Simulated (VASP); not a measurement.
Crystal: H6PtC2.

```
CELL_PARAMETERS angstrom
0.00000 3.53464 3.53464
3.53464 0.00000 3.53464
3.53464 3.53464 0.00000
ATOMIC_POSITIONS crystal
H 0.75180 0.24820 0.24820
H 0.24820 0.75180 0.24820
H 0.24820 0.75180 0.75180
H 0.75180 0.24820 0.75180
H 0.24820 0.24820 0.75180
H 0.75180 0.75180 0.24820
Pt 0.00000 0.00000 0.00000
C 0.25000 0.25000 0.25000
C 0.75000 0.75000 0.75000
```

```yaml
Program: VASP 6.6.1
Task: relaxation of cell and atoms
Functional: PBE
Potentials_or_basis: VASP PAW PBE potentials, release 64 (H, Pt, C)
Cutoff: 600 eV
k_mesh: 4 × 4 × 4
Occupations: gaussian, width 0.1 eV
Spin: no spin polarisation
```

At the start: pressure -14.8 GPa; volume 9.81 Å³/atom.

Problem. Where does the relaxation end?

Solution. Over 16 steps the energy falls by 220.2 meV/atom and the volume is 5.53 Å³/atom (-43.7 %); space group Fm-3m (No. 225, to 0.05 Å).

Step by step:
```tsv
step	energy change (eV)	largest force (eV/Å)	pressure (GPa)	volume (Å³)
1	0.0000	0.7991	-14.80	88.32
2	-0.7263	0.6209	-3.66	77.24
3	-0.7294	0.7300	-2.69	76.62
4	-0.9035	0.6543	-2.62	73.59
5	-1.3182	0.5454	-0.84	64.98
6	-1.5128	0.9267	16.36	49.84
7	-1.6325	0.8547	13.59	49.33
8	-1.9088	0.3389	8.69	47.82
9	-1.9194	0.0001	8.23	47.13
10	-1.9259	0.1370	8.31	47.40
11	-1.9583	0.1404	5.17	48.35
12	-1.9739	0.1309	0.18	50.03
13	-1.9746	0.1344	1.28	49.69
14	-1.9746	0.1340	1.14	49.74
15	-1.9779	0.0997	0.82	49.74
16	-1.9821	0.0030	-0.12	49.73
```

Final structure:
```
CELL_PARAMETERS angstrom
0.00000 2.91883 2.91883
2.91883 0.00000 2.91883
2.91883 2.91883 0.00000
ATOMIC_POSITIONS crystal
H 0.68490 0.31510 0.31510
H 0.31510 0.68490 0.31510
H 0.31510 0.68490 0.68490
H 0.68490 0.31510 0.68490
H 0.31510 0.31510 0.68490
H 0.68490 0.68490 0.31510
Pt 0.00000 0.00000 0.00000
C 0.25000 0.25000 0.25000
C 0.75000 0.75000 0.75000
```

Caveat: the k points lie up to 0.47 Å⁻¹ apart in the final cell; the volume moved by over 15 % at a fixed basis, so the end points are rough.
